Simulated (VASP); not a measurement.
Write the native input for VASP 6.6.1 that does the following.

```yaml
Task: single point
Functional: PBE
Potentials_or_basis: VASP PAW PBE potentials, release 64 (Na_pv, Te, Tl_d)
Cutoff: 520 eV
k_mesh: 6 × 6 × 4
Occupations: fermi-dirac, width 0.02 eV
Spin: no spin polarisation
Dipole_correction: no
Further_INCAR_settings: ALGO = Normal; EDIFF = 1e-07; NBANDS = 24
```

The structure of NaTlTe2 lies in POSCAR:

```
NaTlTe2
1.0
    4.7027225124      0.0000000000      0.0000000000
    0.0000000000      4.7027225124      0.0000000000
    0.0000000000      0.0000000000      7.4681688815
Na Te Tl
1 2 1
Direct
    0.0000000000      0.0000000000      0.0000000000
    0.0000000000      0.5000000000      0.2678112326
    0.5000000000      0.0000000000      0.7321887674
    0.5000000000      0.5000000000      0.5000000000
```

The input as run:

INCAR

```
SYSTEM = NaTlTe2
ALGO = Normal ; EDIFF = 1E-7
ENCUT = 520 ; GGA = PE
ISIF = 2 ; ISMEAR = -1
LASPH = .True. ; LCHARG = .False.
LREAL = .False. ; LWAVE = .False.
NBANDS = 24 ; NELM = 60
PREC = Accurate ; SIGMA = 0.02
```

KPOINTS

```
k-points
0
Gamma
  6 6 4
  0 0 0
```

Potentials or basis: VASP PAW PBE potentials, release 64 (Na_pv, Te, Tl_d).

The run is started by

```console
$ cat potpaw_PBE.64/Na_pv/POTCAR potpaw_PBE.64/Te/POTCAR potpaw_PBE.64/Tl_d/POTCAR > POTCAR
$ mpirun -np 1 vasp_std > vasp.out
```

It gave:

```json
{
  "Pressure": "0.0 GPa"
}
```

Wall time 97 s on 1 thread of Intel(R) Xeon(R) Platinum 8488C (Sapphire Rapids) (shared host), peak memory 0.33 GiB.
